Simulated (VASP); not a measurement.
Runs of VASP 6.6.1 on BN. Symmetry: F-43m, No. 216, cubic system. Conventional cell: a = 3.606 Å, b = 3.606 Å, c = 3.606 Å, α = 90.00°, β = 90.00°, γ = 90.00°. Within 2.1 Å of B (site symmetry -43m) lie 4 N at 1.56 Å. N (site symmetry -43m) has 4 B at 1.56 Å within 2.1 Å. 

```csv
level,potentials or basis,gap on the mesh (eV),pressure (GPa)
r2SCAN,"VASP PAW PBE potentials, release 64 (B, N)",5.09,2.4
PBEsol,"VASP PAW PBE potentials, release 64 (B, N)",4.39,0.6
LDA,"VASP PAW LDA potentials, release 64 (B, N)",(c),(b)
PBE,"VASP PAW PBE potentials, release 64 (B, N)",4.57,(a)
```

Alike in all rows: task single point; no spin polarisation; cell as given; k mesh 11 × 11 × 11; cutoff (eV) 520; smearing fermi-dirac 0.05 eV.

**Question.** Fill in the values left out.

**Answer.** (a) 6.3; (b) -7.2; (c) 4.46.

Caveats: the PAW data sets were made with another functional, which shifts forces and pressure a little (some runs).

A k mesh can miss the band edges.
